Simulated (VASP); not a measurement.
# BN (Cc) in VASP: further runs, part 2 of 3

VASP 6.6.1. The steps go on from the part before.

### 3 Single point, r2SCAN (strain -0.0300 x Voigt [0, 0, 0, 0, 1, 0])

Input file POSCAR:

```
BN
1.0
    2.5439665232      0.0000000000     -0.0381594978
   -1.2719832616      2.2031396355      0.0190797489
   -0.0631161740      0.0000000000      4.2077449317
B N
2 2
Direct
    0.6666666667      0.3333333333      0.9997995909
    0.3333333333      0.6666666667      0.4997995909
    0.6666666667      0.3333333333      0.6252004091
    0.3333333333      0.6666666667      0.1252004091
```

Input file INCAR.step1:

```
SYSTEM = BN
  PREC = Accurate
  ENCUT = 520
  ISMEAR = 0
  SIGMA = 0.05
  LREAL = .FALSE.
  LASPH = .TRUE.
  NELM = 80
  NBANDS = 16
  GGA = PE
  ALGO = Normal
  EDIFF = 1E-4
  LWAVE = .TRUE.
  LCHARG = .FALSE.
```

Input file INCAR.step2:

```
SYSTEM = BN
  PREC = Accurate
  ENCUT = 520
  EDIFF = 1E-6
  ISMEAR = 0
  SIGMA = 0.05
  LREAL = .FALSE.
  LASPH = .TRUE.
  NELM = 80
  ALGO = Normal
  ISIF = 2
  LWAVE = .FALSE.
  LCHARG = .FALSE.
  METAGGA = R2SCAN
  LMIXTAU = .TRUE.
  NBANDS = 16
  ISTART = 1
```

Input file KPOINTS:

```
Automatic mesh
0
G
  12 12 6
  0 0 0
```

Potentials or basis: VASP PAW PBE potentials, release 64 (B, N).

Started as:

```bash
$ cat potpaw_PBE.64/B/POTCAR potpaw_PBE.64/N/POTCAR > POTCAR
$ cp INCAR.step1 INCAR
$ mpirun -np 1 vasp_std > vasp.out
$ cp INCAR.step2 INCAR
$ mpirun -np 1 vasp_std > vasp.out
```

OUTCAR:

```text
SYSTEM = BN
   PREC = Accurate
   ENCUT = 520
   EDIFF = 1E-6
   ISMEAR = 0
   LREAL = .FALSE.
   LASPH = .TRUE.
   NELM = 80
   ISIF = 2
   METAGGA = R2SCAN
   ISTART = 1

 ion  position               nearest neighbor table
   1  0.667  0.333  1.000-   4 1.55   4 1.56   4 1.57   3 1.58
   2  0.333  0.667  0.500-   3 1.55   3 1.56   3 1.57   4 1.58
   3  0.667  0.333  0.625-   2 1.55   2 1.56   2 1.57   1 1.58
   4  0.333  0.667  0.125-   1 1.55   1 1.56   1 1.57   2 1.58

  LATTYP: Found a base centered monoclinic cell.
 ALAT       =     2.5442527033
 B/A-ratio  =     1.7318559848
 C/A-ratio  =     1.6540095529
 COS(beta)  =    -0.0299932515

  Lattice vectors:

 A1 = (   1.2719832616,  -2.2031396355,  -0.0190797489)
 A2 = (   1.2719832616,   2.2031396355,  -0.0190797489)
 A3 = (  -0.0631161740,   0.0000000000,   4.2077449317)

Analysis of symmetry for initial positions (statically):
=====================================================================
 Subroutine PRICEL returns:
 Original cell was already a primitive cell.

 Routine SETGRP: Setting up the symmetry group for a
 base centered monoclinic supercell.

 Subroutine GETGRP returns: Found  2 space group operations
 (whereof  1 operations were pure point group operations)
 out of a pool of  4 trial point group operations.

The static configuration has the point symmetry C_1 .
 The point group associated with its full space group is C_1h.

Analysis of symmetry for dynamics (positions and initial velocities):
=====================================================================
 Subroutine PRICEL returns:
 Original cell was already a primitive cell.

 Routine SETGRP: Setting up the symmetry group for a
 base centered monoclinic supercell.

 Subroutine GETGRP returns: Found  2 space group operations
 (whereof  1 operations were pure point group operations)
 out of a pool of  4 trial point group operations.

The dynamic configuration has the point symmetry C_1 .
 The point group associated with its full space group is C_1h.

 Subroutine INISYM returns: Found  2 space group operations
 (whereof  1 operations are pure point group operations),
 and found     1 'primitive' translations

----------------------------------------------------------------------------------------

                                     Primitive cell

  volume of cell :      23.5779

  direct lattice vectors                    reciprocal lattice vectors
     2.543966523  0.000000000 -0.038159498     0.393175398  0.226948847  0.005897631
    -1.271983262  2.203139635  0.019079749     0.000000000  0.453897694  0.000000000
    -0.063116174  0.000000000  4.207744932     0.003565657  0.000000000  0.237710476

  length of vectors
     2.544252703  2.544038071  4.208218276     0.454012615  0.453897694  0.237737217

  position of ions in fractional coordinates (direct lattice)
     0.666666667  0.333333333  0.999799591
     0.333333333  0.666666667  0.499799591
     0.666666667  0.333333333  0.625200409
     0.333333333  0.666666667  0.125200409

  ion indices of the primitive-cell ions
   primitive index   ion index
                 1           1
                 2           2
                 3           3
[... 25 lines left out ...]

 Found    242 irreducible k-points:

 Following reciprocal coordinates:
            Coordinates               Weight
  0.000000  0.000000  0.000000      1.000000
  0.083333 -0.000000  0.000000      4.000000
  0.166667  0.000000  0.000000      4.000000
  0.250000  0.000000  0.000000      4.000000
  0.333333 -0.000000 -0.000000      4.000000
  0.416667  0.000000  0.000000      4.000000
[... 16 lines left out ...]
  0.333333  0.166667 -0.000000      4.000000
  0.416667  0.166667  0.000000      4.000000
 [... further k-points ...]
   k-points           NKPTS =    242   k-points in BZ     NKDIM =    242   number of bands    NBANDS=     16
   number of dos      NEDOS =    301   number of ions     NIONS =      4
   total plane-waves  NPLWV =  12800
   dimension x,y,z NGX =    20 NGY =   20 NGZ =   32
   dimension x,y,z NGXF=    40 NGYF=   40 NGZF=   64
   ions per type =               2   2
   NGX,Y,Z   is equivalent  to a cutoff of  13.07, 13.07, 12.64 a.u.
   NGXF,Y,Z  is equivalent  to a cutoff of  26.14, 26.14, 25.28 a.u.
 SYSTEM =  BN
   PREC   = accura    normal or accurate (medium, high low for compatibility)
   ISTART =      1    job   : 0-new  1-cont  2-samecut
   ICHARG =      0    charge: 1-file 2-atom 10-const
   ISPIN  =      1    spin polarized calculation?
   LNONCOLLINEAR =      F non collinear calculations
   LSORBIT =      F    spin-orbit coupling
   LASPH  =      T    aspherical Exc in radial PAW
   ENCUT  =  520.0 eV  38.22 Ry    6.18 a.u.   4.73  4.73  7.82*2*pi/ulx,y,z
   NELM   =     80;   NELMIN=  2; NELMDL=  0     # of ELM steps
   EDIFF  = 0.1E-05   stopping-criterion for ELM
   LREAL  =      F    real-space projection
   EDIFFG = 0.1E-04   stopping-criterion for IOM
   NSW    =      0    number of steps for IOM
   IBRION =     -1    ionic relax: 0-MD 1-quasi-New 2-CG
   NFREE  =      0    steps in history (QN), initial steepest desc. (CG)
   ISIF   =      2    stress and relaxation
   ISYM   =      2    0-nonsym 1-usesym 2-fastsym
   POTIM  = 0.5000    time-step for ionic-motion
   TEBEG  =    0.0;   TEEND  =   0.0 temperature during run
   PSTRESS=    0.0 pullay stress
   NELECT =      16.0000    total number of electrons
   NUPDOWN=      -1.0000    fix difference up-down
   EMIN   =  10.00;   EMAX   =-10.00  energy-range for DOS
   EFERMI =   0.00;   METHOD = LEGACY
   ISMEAR =     0;   SIGMA  =   0.05  broadening in eV -4-tet -1-fermi 0-gaus
   EFERMI_NEDOS =   21; number of points for ismear=-14 and -15
   IALGO  =     38    algorithm
   IMIX   =      4    mixing-type and parameters
     AMIX     =   0.40;   BMIX     =  1.00
     AMIX_MAG =   1.60;   BMIX_MAG =  1.00
  volume/ion in A,a.u.               =       5.89        39.78
  Fermi-wavevector in a.u.,A,eV,Ry     =   1.438621  2.718600 28.159039  2.069631
  Thomas-Fermi vector in A             =   2.557568
   LORBIT       =      0    0 simple, 1 ext, 2 COOP (PROOUT), +10 PAW based schemes
   METAGGA = R2SCAN    functional components
   LHFCALC =     F    Hartree Fock is set to
   AEXX    =    0.0000 exact exchange contribution
   IVDW    =     0    specifies the selected vdW correction
   LEPSILON=     F    determine dielectric tensor
   LRPA    =     F    only Hartree local field effects (RPA)
 non-spin polarized calculation
 Gauss-broadening in eV      SIGMA  =   0.05
  energy-cutoff  :      520.00
  volume of cell :       23.58
 maximum number of plane-waves:       648
   NGX =  9   NGY =  9   NGZ = 15

 number of electron      15.9999999 magnetization

 Free energy of the ion-electron system (eV)
  ---------------------------------------------------
  ext. energy  EPLUGINS =         0.00000000
  ---------------------------------------------------
  free energy    TOTEN  =       -38.24280178 eV

  energy without entropy =      -38.24280178  energy(sigma->0) =      -38.24280178

 E-fermi :   7.7676     XC(G=0): -13.6469

 val. band max:        7.4789337576   @ k =   0.0000   0.0000   0.0000
 cond. band min:      13.1590667332   @ k =   0.3333   0.3333  -0.0000
 fundamental gap:      5.6801329756
 Fermi energy:         7.7676157782

 k-point     1 :       0.0000    0.0000    0.0000
  band No.  band energies     occupation
      1     -14.0652      2.00000
      2      -9.8190      2.00000
      3      -3.9008      2.00000
      4       5.2125      2.00000
      5       5.2156      2.00000
      6       7.1201      2.00000
[... 433 lines left out ...]
      3      -2.2106      2.00000
      4      -0.4238      2.00000
      5       0.6384      2.00000
      6       0.7131      2.00000
[... 8 lines left out ...]
     15      24.5388      0.00000
     16      25.8562      0.00000

 [... further k-points ...]

------------------------ aborting loop because EDIFF is reached ----------------------------------------

  FORCE on cell =-STRESS in cart. coord.  units (eV):
  Direction    XX          YY          ZZ          XY          YZ          ZX
  --------------------------------------------------------------------------------------
  -------------------------------------------------------------------------------------
  Total        0.1830589      0.1849282      0.2050537      0.0000000      0.0000000      1.5563825
  in kB       12.4393120     12.5663369     13.9339132      0.0000000      0.0000000    105.7600935
  external PRESSURE =      12.9798540 kB  Pullay stress =       0.0000000 kB

 VOLUME and BASIS-vectors are now :
 -----------------------------------------------------------------------------
  energy-cutoff  :      520.00
  volume of cell :       23.58
      direct lattice vectors                 reciprocal lattice vectors
     2.543966523  0.000000000 -0.038159498     0.393175398  0.226948847  0.005897631
    -1.271983262  2.203139635  0.019079749     0.000000000  0.453897694  0.000000000
    -0.063116174  0.000000000  4.207744932     0.003565657  0.000000000  0.237710476

 POSITION                                       TOTAL-FORCE (eV/Angst)
 -----------------------------------------------------------------------------------
      1.20888      0.73438      4.18782        -0.065269     -0.011828     -0.008973
     -0.03155      1.46876      2.10303        -0.065269      0.011828     -0.008973
      1.23252      0.73438      2.61160         0.065269     -0.021418      0.008973
     -0.00790      1.46876      0.52681         0.065269      0.021418      0.008973
 -----------------------------------------------------------------------------------
    total drift:                               -0.000073      0.000000      0.002267

  FREE ENERGIE OF THE ION-ELECTRON SYSTEM (eV)
  ---------------------------------------------------
  free  energy   TOTEN  =       -38.2428017783 eV

  energy  without entropy=      -38.2428017783  energy(sigma->0) =      -38.24280178
```

Wall time 2.4 min (1 thread of Intel Xeon Platinum 8488C (Sapphire Rapids), shared host); peak memory 0.19 GiB.

Results:

```yaml
Free_energy: -38.2428 eV
Pressure: 1.3 GPa
Largest_force: 0.069 eV/Å
Band_gap_on_the_k_mesh: 5.68 eV (least direct gap 8.93 eV)
```

Forces on the atoms (eV/Å):
```
B   -0.065 -0.012 -0.009
B   -0.065  0.012 -0.009
N    0.065 -0.021  0.009
N    0.065  0.021  0.009
```

Caveat: the cell differs from its parent crystal (strain -0.0300 x Voigt [0, 0, 0, 0, 1, 0]); the PAW data sets were made with another functional, which shifts forces and pressure a little. A k mesh can miss the band edges.

### 4 Single point, r2SCAN (strain +0.0150 x Voigt [0, 0, 0, 0, 1, 0])

Input file POSCAR:

```
BN
1.0
    2.5439665232      0.0000000000      0.0190797489
   -1.2719832616      2.2031396355     -0.0095398745
    0.0315580870      0.0000000000      4.2077449317
B N
2 2
Direct
    0.6666666667      0.3333333333      0.9997995909
    0.3333333333      0.6666666667      0.4997995909
    0.6666666667      0.3333333333      0.6252004091
    0.3333333333      0.6666666667      0.1252004091
```

Input file INCAR.step1:

```
SYSTEM = BN
PREC     = Accurate       ! precision mode
ENCUT    = 520            ! plane-wave cutoff, eV
ISMEAR   = 0              ! smearing method
SIGMA    = 0.05           ! smearing width, eV
LREAL    = .False.        ! projectors in reciprocal space
LASPH    = .True.         ! aspherical terms in the spheres
NELM     = 100            ! most SCF steps
NBANDS   = 16             ! bands
GGA      = PE             ! functional
ALGO     = Normal         ! electronic algorithm
EDIFF    = 1E-4           ! SCF threshold, eV
LWAVE    = .True.         ! write WAVECAR
LCHARG   = .False.        ! write CHGCAR
```

Input file INCAR.step2:

```
SYSTEM = BN
PREC     = Accurate       ! precision mode
ENCUT    = 520            ! plane-wave cutoff, eV
EDIFF    = 1E-6           ! SCF threshold, eV
ISMEAR   = 0              ! smearing method
SIGMA    = 0.05           ! smearing width, eV
LREAL    = .False.        ! projectors in reciprocal space
LASPH    = .True.         ! aspherical terms in the spheres
NELM     = 100            ! most SCF steps
ALGO     = Normal         ! electronic algorithm
ISIF     = 2              ! what is computed and relaxed
LWAVE    = .False.        ! write WAVECAR
LCHARG   = .False.        ! write CHGCAR
METAGGA  = R2SCAN         ! meta-GGA
LMIXTAU  = .True.       
NBANDS   = 16             ! bands
ISTART   = 1
```

Input file KPOINTS:

```
regular mesh
0
Gamma
  12 12 6
  0 0 0
```

Started as:

```bash
$ cat potpaw_PBE.64/B/POTCAR potpaw_PBE.64/N/POTCAR > POTCAR
$ cp INCAR.step1 INCAR
$ mpirun -np 1 vasp_std > vasp.out
$ cp INCAR.step2 INCAR
$ mpirun -np 1 vasp_std > vasp.out
```

It took 2.3 min on 1 thread of Intel Xeon Platinum 8488C (Sapphire Rapids), shared host; peak memory 0.19 GiB.

Results (log left out):

```yaml
Free_energy: -38.2603 eV
Pressure: 1.2 GPa
Largest_force: 0.033 eV/Å
Band_gap_on_the_k_mesh: 5.71 eV (least direct gap 8.97 eV)
```

Forces on the atoms (eV/Å):
```
B    0.033 -0.003 -0.005
B    0.033  0.003 -0.005
N   -0.033 -0.005  0.005
N   -0.033  0.005  0.005
```

Stress tensor (GPa, compression positive):
```
 1.15  0.00 -5.29
 0.00  1.15  0.00
-5.29  0.00  1.18
```

Levels at points of the mesh, in eV from the valence-band top:
| k point | band 4 | band 5 | band 6 | band 7 | band 8 | band 9 | band 10 | band 11 | band 12 | band 13 |
| --- | --- | --- | --- | --- | --- | --- | --- | --- | --- | --- |
| (0.00, 0.00, 0.00) | -2.23 | -2.22 | -0.29 | -0.01 | 0.00 | 9.05 | 9.06 | 9.31 | 10.21 | 11.54 |
| (0.50, 0.00, 0.00) | -8.18 | -7.21 | -5.21 | -4.55 | -2.21 | 7.28 | 8.59 | 11.34 | 12.24 | 13.83 |
| (0.00, 0.50, 0.00) | -8.17 | -7.22 | -5.20 | -4.55 | -2.21 | 7.29 | 8.59 | 11.26 | 12.32 | 13.85 |
| (0.00, 0.00, 0.50) | -5.98 | -1.31 | -1.31 | -1.16 | -1.16 | 10.22 | 10.22 | 10.60 | 10.60 | 10.76 |
| (0.50, 0.00, 0.50) | -10.38 | -3.97 | -3.91 | -3.87 | -3.61 | 7.08 | 7.29 | 10.54 | 10.88 | 15.27 |
| (0.00, 0.50, 0.50) | -10.44 | -3.94 | -3.94 | -3.74 | -3.74 | 7.18 | 7.18 | 10.71 | 10.71 | 15.28 |

Caveat: the cell differs from its parent crystal (strain +0.0150 x Voigt [0, 0, 0, 0, 1, 0]); the PAW data sets were made with another functional, which shifts forces and pressure a little.

### 5 Single point, r2SCAN (strain +0.0375 x Voigt [0, 0, 0, 0, 1, 0])

Input file POSCAR:

```
BN
1.0
    2.5439665232      0.0000000000      0.0476993723
   -1.2719832616      2.2031396355     -0.0238496862
    0.0788952175      0.0000000000      4.2077449317
B N
2 2
Direct
    0.6666666667      0.3333333333      0.9997995909
    0.3333333333      0.6666666667      0.4997995909
    0.6666666667      0.3333333333      0.6252004091
    0.3333333333      0.6666666667      0.1252004091
```

Input file INCAR.step1:

```
PREC = Accurate ; ENCUT = 520
ISMEAR = 0 ; SIGMA = 0.05
LREAL = F ; LASPH = T
NELM = 60 ; NBANDS = 16
GGA = PE ; ALGO = Normal
EDIFF = 1E-4 ; LWAVE = T
LCHARG = F
```

Input file INCAR.step2:

```
PREC = Accurate ; ENCUT = 520
EDIFF = 1E-6 ; ISMEAR = 0
SIGMA = 0.05 ; LREAL = F
LASPH = T ; NELM = 60
ALGO = Normal ; ISIF = 2
LWAVE = F ; LCHARG = F
METAGGA = R2SCAN ; LMIXTAU = T
NBANDS = 16 ; ISTART = 1
```

Input file KPOINTS:

```
Automatic mesh
0
Gamma
  12 12 6
```

Started as:

```bash
$ cat potpaw_PBE.64/B/POTCAR potpaw_PBE.64/N/POTCAR > POTCAR
$ cp INCAR.step1 INCAR
$ mpirun -np 1 vasp_std > vasp.out
$ cp INCAR.step2 INCAR
$ mpirun -np 1 vasp_std > vasp.out
```

Run time: 2.3 min. Hardware: 1 thread of Intel Xeon Platinum 8488C (Sapphire Rapids), shared host; peak memory 0.19 GiB.

Results (log left out):

- Free energy: -38.2297 eV
- Pressure: 1.4 GPa
- Largest force: 0.089 eV/Å
- Band gap on the k mesh: 5.66 eV (least direct gap 8.90 eV)

Forces in eV/Å, atoms in the order of the input:
```
B    0.082 -0.018 -0.012
B    0.082  0.018 -0.012
N   -0.082 -0.033  0.012
N   -0.082  0.033  0.012
```

Stress tensor (GPa, compression positive):
```
  1.31   0.00 -13.22
  0.00   1.33   0.00
-13.22   0.00   1.55
```

Levels at points of the mesh, in eV from the valence-band top:
```
           k point  band 5  band 6  band 7  band 8  band 9  band 10  band 11  band 12
(0.00, 0.00, 0.00)   -2.29   -0.40   -0.07    0.00    8.92     8.99     9.30    10.15
(0.50, 0.00, 0.00)   -7.20   -5.27   -4.59   -2.27    7.22     8.52    11.16    12.32
(0.00, 0.50, 0.00)   -7.28   -5.25   -4.61   -2.28    7.24     8.52    10.86    12.65
(0.00, 0.00, 0.50)   -1.48   -1.48   -1.11   -1.11   10.07    10.07    10.48    10.48
(0.50, 0.00, 0.50)   -4.13   -4.07   -3.93   -3.47    6.85     7.38    10.25    11.09
(0.00, 0.50, 0.50)   -4.00   -4.00   -3.78   -3.78    7.12     7.12    10.66    10.66
```

Caveat: the cell differs from its parent crystal (strain +0.0375 x Voigt [0, 0, 0, 0, 1, 0]); the PAW data sets were made with another functional, which shifts forces and pressure a little.

(Continued in part 3 of 3.)
